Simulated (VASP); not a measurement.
# BaTiO3 (Pm) in VASP: a series of runs

The runs below take BaTiO3 through single point, with r2SCAN.

Program: VASP 6.6.1. These are calculated values, not measurements. Logs are shortened: lines on timing, memory, paths and dates and some standing lists are left out, and cuts for length are marked.

## (1) The cell of the first run

The structure is monoclinic, space group Pm (No. 6). The conventional cell has a = 4.053 Å, b = 3.963 Å, c = 11.860 Å, α = 90.00°, β = 90.33°, γ = 90.00°. Ba (site symmetry m) has 12 O at 2.57 to 2.98 Å and 8 Ti at 3.31 to 3.48 Å within 3.5 Å. Ba (site symmetry m) has 12 O at 2.77 to 2.98 Å and 8 Ti at 3.42 to 3.57 Å and 1 Ba at 3.75 Å within 3.8 Å. Within 3.7 Å of Ba (site symmetry m) lie 12 O at 2.77 to 2.98 Å and 8 Ti at 3.42 to 3.57 Å. Within 2.5 Å of Ti (site symmetry m) lie 6 O at 1.85 to 2.21 Å. Within 2.5 Å of Ti (site symmetry m) lie 6 O at 1.85 to 2.21 Å. Within 2.5 Å of Ti (site symmetry m) lie 6 O at 1.85 to 2.21 Å. Within 3.0 Å of O (site symmetry m) lie 2 Ti at 1.99 Å and 4 Ba at 2.57 to 2.98 Å and 8 O at 2.66 to 2.86 Å. O (site symmetry m) has 2 Ti at 1.99 Å within 2.6 Å.

## (2) Single point, r2SCAN (the distance across one plane changed)

POSCAR reads:

```
BaTiO3
1.0
    0.0000000000      2.8579801945     -2.8741509136
   -3.9633322398      0.0000000000      0.0000000000
    0.0000000000      8.3612109573      8.4109199865
Ba Ti O
3 3 9
Direct
    0.9921288495      0.0000000000      0.9429186458
    0.9918434040      0.0000000000      0.2593879203
    0.9919861268      0.0000000000      0.6011532831
    0.4762184726      0.5000000000      0.0938216692
    0.4763611954      0.5000000000      0.4355870320
    0.4765039181      0.5000000000      0.7773523947
    0.5098375136      1.0000000000      0.0823302054
    0.5099802363      1.0000000000      0.4240955682
    0.5101229590      1.0000000000      0.7658609309
    0.0200275521      0.5000000000      0.0836061102
    0.0201702748      0.5000000000      0.4253714729
    0.0203129975      0.5000000000      0.7671368357
    0.5061741437      0.5000000000      0.2497304667
    0.5063168665      0.5000000000      0.5914958294
    0.5064595892      0.5000000000      0.9332611922
```

INCAR.step1 reads:

```
PREC = Accurate
ENCUT = 520
ISMEAR = 0
SIGMA = 0.05
LREAL = Auto
LASPH = True
NELM = 80
NBANDS = 73
GGA = PE
ALGO = Normal
EDIFF = 1E-4
LWAVE = True
LCHARG = False
```

INCAR.step2 reads:

```
PREC = Accurate
ENCUT = 520
EDIFF = 1E-7
ISMEAR = 0
SIGMA = 0.05
LREAL = Auto
LASPH = True
NELM = 80
ALGO = Normal
ISIF = 2
LWAVE = False
LCHARG = False
METAGGA = R2SCAN
LMIXTAU = True
NBANDS = 73
ISTART = 1
```

KPOINTS reads:

```
regular mesh
0
Gamma
  6 6 2
```

Potentials or basis: VASP PAW PBE potentials, release 64 (Ba_sv, Ti_sv, O).

The run is started by

```bash
> cat potpaw_PBE.64/Ba_sv/POTCAR potpaw_PBE.64/Ti_sv/POTCAR potpaw_PBE.64/O/POTCAR > POTCAR
> cp INCAR.step1 INCAR
> mpirun -np 1 vasp_std > vasp.out
> cp INCAR.step2 INCAR
> mpirun -np 1 vasp_std > vasp.out
```

OUTCAR:

```text
PREC = Accurate
   ENCUT = 520
   EDIFF = 1E-7
   ISMEAR = 0
   LREAL = Auto
   LASPH = True
   NELM = 80
   ISIF = 2
   METAGGA = R2SCAN
   ISTART = 1

 ion  position               nearest neighbor table
   1  0.992  0.000  0.943-   7 2.57  10 2.59  10 2.59   7 2.66  15 2.80  15 2.80   9 2.86  12 2.88
                            12 2.88  15 2.88  15 2.88   9 2.98   4 3.31   4 3.31   4 3.40   4 3.40
   2  0.992  0.000  0.259-   8 2.77  13 2.80  13 2.80  11 2.80  11 2.80   7 2.86   8 2.86  10 2.88
                            10 2.88  13 2.88  13 2.88   7 2.98   4 3.42   4 3.42   4 3.48   4 3.48
   3  0.992  0.000  0.601-   9 2.77  14 2.80  14 2.80  12 2.80  12 2.80   9 2.86   8 2.86  14 2.88
                            14 2.88  11 2.88  11 2.88   8 2.98   5 3.42   5 3.42   6 3.48   6 3.48
   4  0.476  0.500  0.094-  10 1.85  13 1.85  15 1.91   7 1.99   7 1.99  10 2.21   1 3.31   1 3.31
                             1 3.40   1 3.40   2 3.42   2 3.42   2 3.48   2 3.48
   5  0.476  0.500  0.436-  14 1.85  11 1.85   8 1.99   8 1.99  11 2.21  13 2.21   3 3.42   3 3.42
                             3 3.48   3 3.48   2 3.48   2 3.48   2 3.57   2 3.57
   6  0.477  0.500  0.777-  12 1.85  15 1.85   9 1.99   9 1.99  12 2.21  14 2.21   1 3.42   1 3.42
                             3 3.48   3 3.48   1 3.48   1 3.48   3 3.57   3 3.57
   7  0.510  0.000  0.082-   4 1.99   4 1.99   1 2.57   1 2.66   2 2.86   2 2.98
   8  0.510  0.000  0.424-   5 1.99   5 1.99   2 2.77   3 2.86   2 2.86   3 2.98
   9  0.510  0.000  0.766-   6 1.99   6 1.99   3 2.77   3 2.86   1 2.86   1 2.98
  10  0.020  0.500  0.084-   4 1.85   4 2.21   1 2.59   1 2.59   2 2.88   2 2.88
  11  0.020  0.500  0.425-   5 1.85   5 2.21   2 2.80   2 2.80   3 2.88   3 2.88
  12  0.020  0.500  0.767-   6 1.85   6 2.21   3 2.80   3 2.80   1 2.88   1 2.88
  13  0.506  0.500  0.250-   4 1.85   5 2.21   2 2.80   2 2.80   2 2.88   2 2.88
  14  0.506  0.500  0.591-   5 1.85   6 2.21   3 2.80   3 2.80   3 2.88   3 2.88
  15  0.506  0.500  0.933-   6 1.85   4 1.91   1 2.80   1 2.80   1 2.88   1 2.88

  LATTYP: Found a simple monoclinic cell.
 ALAT       =     4.0532449058
 B/A-ratio  =     0.9778171149
 C/A-ratio  =     2.9259864353
 COS(beta)  =    -0.0057848047

  Lattice vectors:

 A1 = (   0.0000000000,   2.8579801945,  -2.8741509136)
 A2 = (  -3.9633322398,   0.0000000000,   0.0000000000)
 A3 = (   0.0000000000,   8.3612109573,   8.4109199865)

Analysis of symmetry for initial positions (statically):
=====================================================================
 Subroutine PRICEL returns:
 Original cell was already a primitive cell.

 Routine SETGRP: Setting up the symmetry group for a
 simple monoclinic supercell.

[... 165 lines left out ...]
  volume/ion in A,a.u.               =      12.70        85.71
  Fermi-wavevector in a.u.,A,eV,Ry     =   1.403325  2.651899 26.794229  1.969320
  Thomas-Fermi vector in A             =   2.525998
   LORBIT       =      0    0 simple, 1 ext, 2 COOP (PROOUT), +10 PAW based schemes
   METAGGA = R2SCAN    functional components
   LHFCALC =     F    Hartree Fock is set to
   AEXX    =    0.0000 exact exchange contribution
   IVDW    =     0    specifies the selected vdW correction
   LEPSILON=     F    determine dielectric tensor
   LRPA    =     F    only Hartree local field effects (RPA)
 non-spin polarized calculation
 Gauss-broadening in eV      SIGMA  =   0.05
  energy-cutoff  :      520.00
  volume of cell :      190.52
 maximum number of plane-waves:      5185
   NGX = 15   NGY = 15   NGZ = 45

 number of electron     119.9999974 magnetization

 Free energy of the ion-electron system (eV)
  ---------------------------------------------------
  ext. energy  EPLUGINS =         0.00000000
  ---------------------------------------------------
  free energy    TOTEN  =      -222.23551504 eV

  energy without entropy =     -222.23551504  energy(sigma->0) =     -222.23551504

 E-fermi :   3.9993     XC(G=0): -11.9504

 val. band max:        3.6600882628   @ k =   0.5000   0.5000   0.5000
 cond. band min:       6.1714986214   @ k =   0.0000   0.0000   0.0000
 fundamental gap:      2.5114103586
 Fermi energy:         3.9993224136

 k-point     1 :       0.0000    0.0000    0.0000
  band No.  band energies     occupation
      1     -55.1216      2.00000
      2     -54.9301      2.00000
      3     -54.7609      2.00000
      4     -30.3909      2.00000
      5     -30.3320      2.00000
      6     -30.2624      2.00000
[... 1789 lines left out ...]
     71       9.5641      0.00000
     72       9.9722      0.00000

 [... further k-points ...]

 [bands above 72 left out]

------------------------ aborting loop because EDIFF is reached ----------------------------------------

  FORCE on cell =-STRESS in cart. coord.  units (eV):
  Direction    XX          YY          ZZ          XY          YZ          ZX
  --------------------------------------------------------------------------------------
  -------------------------------------------------------------------------------------
  Total        6.3725026      9.3948678      9.5049565      0.0000000      3.1767390      0.0000000
  in kB       53.5906951     79.0078133     79.9336244      0.0000000     26.7153518      0.0000000
  external PRESSURE =      70.8440442 kB  Pullay stress =       0.0000000 kB

 VOLUME and BASIS-vectors are now :
 -----------------------------------------------------------------------------
  energy-cutoff  :      520.00
  volume of cell :      190.52
      direct lattice vectors                 reciprocal lattice vectors
     0.000000000  2.857980195 -2.874150914     0.000000000  0.174973697 -0.173939592
    -3.963332240  0.000000000  0.000000000    -0.252312938  0.000000000  0.000000000
     0.000000000  8.361210957  8.410919986     0.000000000  0.059791416  0.059455014

 POSITION                                       TOTAL-FORCE (eV/Angst)
 -----------------------------------------------------------------------------------
      0.00000     10.71943      5.07929         0.000000     -1.181569     -1.293348
      0.00000      5.00347     -0.66902         0.000000      0.231471      0.209240
      0.00000      7.86145      2.20513         0.000000     -0.039963     -0.072019
     -1.98167      2.14549     -0.57960         0.000000      0.977042      0.717617
     -1.98167      5.00347      2.29455         0.000000     -0.218380     -0.375370
     -1.98167      7.86145      5.16870         0.000000     -0.594980     -0.575028
      0.00000      2.14549     -0.77288         0.000000      0.569787      0.832546
      0.00000      5.00347      2.10127         0.000000      0.037017      0.056016
      0.00000      7.86145      4.97542         0.000000      0.008484      0.040176
     -1.98167      0.75629      0.64564         0.000000      0.478961      0.924195
     -1.98167      3.61427      3.51979         0.000000     -0.042215      0.124919
     -1.98167      6.47225      6.39394         0.000000      0.012131      0.004807
     -1.98167      3.53468      0.64564         0.000000      0.640730      0.534398
     -1.98167      6.39266      3.51979         0.000000      0.249255      0.241814
     -1.98167      9.25065      6.39394         0.000000     -1.127770     -1.369963
 -----------------------------------------------------------------------------------
    total drift:                                0.000000     -0.006336      0.017030

  FREE ENERGIE OF THE ION-ELECTRON SYSTEM (eV)
  ---------------------------------------------------
  free  energy   TOTEN  =      -222.2355150407 eV

  energy  without entropy=     -222.2355150407  energy(sigma->0) =     -222.23551504
```

OUTCAR.step1:

```text
PREC = Accurate
   ENCUT = 520
   ISMEAR = 0
   LREAL = Auto
   LASPH = True
   NELM = 80
[... 2081 lines left out ...]
     -1.98167      6.47225      6.39394         0.000000     -0.032531      0.007906
     -1.98167      3.53468      0.64564         0.000000      0.669933      0.520073
     -1.98167      6.39266      3.51979         0.000000      0.287946      0.238645
     -1.98167      9.25065      6.39394         0.000000     -1.075448     -1.355653
 -----------------------------------------------------------------------------------
    total drift:                                0.000000     -0.002151      0.000260

  FREE ENERGIE OF THE ION-ELECTRON SYSTEM (eV)
  ---------------------------------------------------
  free  energy   TOTEN  =      -119.4307150451 eV

  energy  without entropy=     -119.4307150451  energy(sigma->0) =     -119.43071505
```

OSZICAR.step1:

```text
N       E                     dE             d eps       ncg     rms          rms(c)
DAV:   1     0.159230226318E+04    0.15923E+04   -0.59698E+04  4672   0.179E+03
DAV:   2     0.130900345062E+03   -0.14614E+04   -0.13900E+04  5052   0.518E+02
DAV:   3    -0.132623697153E+03   -0.26352E+03   -0.25675E+03  5993   0.207E+02
DAV:   4    -0.150393545675E+03   -0.17770E+02   -0.17732E+02  6928   0.553E+01
DAV:   5    -0.151267292473E+03   -0.87375E+00   -0.87335E+00  7232   0.997E+00    0.421E+01
DAV:   6    -0.118841909736E+03    0.32425E+02   -0.18794E+02  7076   0.805E+01    0.173E+01
DAV:   7    -0.119851285129E+03   -0.10094E+01   -0.38707E+01  6678   0.285E+01    0.118E+01
DAV:   8    -0.119554539193E+03    0.29675E+00   -0.54156E+00  6295   0.150E+01    0.479E+00
DAV:   9    -0.119432282031E+03    0.12226E+00   -0.14673E+00  6678   0.695E+00    0.168E+00
DAV:  10    -0.119435752570E+03   -0.34705E-02   -0.15584E-01  6848   0.239E+00    0.113E+00
DAV:  11    -0.119435843847E+03   -0.91277E-04   -0.88664E-02  6031   0.153E+00    0.561E-01
DAV:  12    -0.119430840633E+03    0.50032E-02   -0.26609E-02  6704   0.832E-01    0.172E-01
DAV:  13    -0.119430716288E+03    0.12435E-03   -0.25358E-03  5848   0.318E-01    0.549E-02
DAV:  14    -0.119430715045E+03    0.12432E-05   -0.25622E-04  4216   0.771E-02
   1 F= -.11943072E+03 E0= -.11943072E+03  d E =-.134299E-27
```

Run time: 48 min. Hardware: 1 thread of Intel Xeon 6975P-C (Granite Rapids), shared host; peak memory 0.46 GiB.

What came out:

| Quantity | Value |
| --- | --- |
| Free energy | -222.2355 eV |
| Pressure | 7.1 GPa |
| Largest force | 1.774 eV/Å |
| Band gap on the k mesh | 2.51 eV |

Forces on the atoms (eV/Å):
```
Ba   0.000 -1.182 -1.293
Ba   0.000  0.231  0.209
Ba   0.000 -0.040 -0.072
Ti   0.000  0.977  0.718
Ti   0.000 -0.218 -0.375
Ti   0.000 -0.595 -0.575
O    0.000  0.570  0.833
O    0.000  0.037  0.056
O    0.000  0.008  0.040
O    0.000  0.479  0.924
O    0.000 -0.042  0.125
O    0.000  0.012  0.005
O    0.000  0.641  0.534
O    0.000  0.249  0.242
O    0.000 -1.128 -1.370
```

Stress tensor (GPa, compression positive):
```
5.36 0.00 0.00
0.00 7.90 2.67
0.00 2.67 7.99
```

Caveat: the cell differs from its parent crystal (the distance across one plane changed); the cell stands under pressure; the PAW data sets were made with another functional, which shifts forces and pressure a little; spin-orbit coupling is left out, which moves the levels of the heavy elements. A k mesh can miss the band edges.

[end of part 1 of 2]
